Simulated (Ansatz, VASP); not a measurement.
**InGa3P4 in VASP and in Ansatz**

Contents of POSCAR:

```
InGa3P4
1.0
    3.9271043277      0.0000000000      0.0000000000
    0.0000000000      7.8740410572      0.0000000000
    0.0000000000      0.0000000000      5.5704000966
Ga P In
3 4 1
Direct
    0.0000000000      0.7585191801     -0.0002179709
    0.5000000000      0.0000000000      0.4981748649
    0.0000000000      0.2414808199     -0.0002179709
    0.5000000000      0.7636839488      0.2396758093
    0.0000000000      0.0000000000      0.7412564338
    0.5000000000      0.2363160512      0.2396758093
    0.0000000000      0.5000000000      0.7817378620
    0.5000000000      0.5000000000      0.4999151624
```

The input INCAR.step1:

```
SYSTEM = InGa3P4
  PREC = Accurate
  ENCUT = 520
  ISMEAR = 0
  SIGMA = 0.01
  LREAL = .False.
  LASPH = .True.
  NELM = 80
  NBANDS = 46
  GGA = PE
  ALGO = Normal
  EDIFF = 1E-4
  LWAVE = .True.
  LCHARG = .False.
```

Contents of INCAR.step2:

```
SYSTEM = InGa3P4
  PREC = Accurate
  ENCUT = 520
  EDIFF = 1E-7
  ISMEAR = 0
  SIGMA = 0.01
  LREAL = .False.
  LASPH = .True.
  NELM = 80
  ALGO = Normal
  ISIF = 2
  LWAVE = .False.
  LCHARG = .False.
  METAGGA = R2SCAN
  LMIXTAU = .True.
  NBANDS = 46
  ISTART = 1
```

The input KPOINTS:

```
regular mesh
0
Gamma
  6 4 6
  0 0 0
```

Input for Ansatz:

```yaml
crystal:
  lattice:
    - [3.9271043277, 0.0, 0.0]
    - [0.0, 7.8740410572, 0.0]
    - [0.0, 0.0, 5.5704000966]
  atoms:
    - { symbol: Ga, position: [0.0, 0.7585191801, -0.0002179709] }
    - { symbol: P, position: [0.5, 0.7636839488, 0.2396758093] }
    - { symbol: Ga, position: [0.5, 0.0, 0.4981748649] }
    - { symbol: P, position: [0.0, 0.0, 0.7412564338] }
    - { symbol: Ga, position: [0.0, 0.2414808199, -0.0002179709] }
    - { symbol: P, position: [0.5, 0.2363160512, 0.2396758093] }
    - { symbol: In, position: [0.5, 0.5, 0.4999151624] }
    - { symbol: P, position: [0.0, 0.5, 0.781737862] }
kpoints:
  mp_grid: { grid: [6, 4, 6] }
  band_path:
    path:
      - [0.0, 0.0, 0.0]
      - [0.5, 0.0, 0.0]
      - [0.5, 0.5, 0.0]
      - [0.0, 0.5, 0.0]
      - [0.0, 0.0, 0.5]
      - [0.5, 0.0, 0.5]
      - [0.5, 0.5, 0.5]
      - [0.0, 0.5, 0.5]
    npoints: 1
hamiltonian:
  xc: r2scan
scf:
  occupations: { method: fixed }
  n_extra_bands: 6
output:
  forces: true
  stress: true
  eigenvalues: true
```

Alike in both runs: task single point; functional r2SCAN; k mesh 6 × 4 × 6; no spin polarisation.

```csv
,VASP,Ansatz
version,VASP 6.6.1,Ansatz 0.2.0
potentials or method,"VASP PAW PBE potentials, release 64 (Ga_d, P, In_d)","plane waves, PAW"
plane-wave cutoff (eV),520,500
occupations,"gaussian, width 0.01 eV",fixed
valence electrons in the cell,72,72
```

Ansatz gave:

- gap on the k mesh at the Fermi level (eV): 1.69
- pressure (GPa): 0.0
- rms of the force components (eV/Å): 0.001

Q: What did VASP give for the same quantities?

A: gap on the k mesh at the Fermi level (eV): 1.69; pressure (GPa): -0.1; rms of the force components (eV/Å): 0.004.

VASP's potentials were made for PBE, not for r2SCAN.
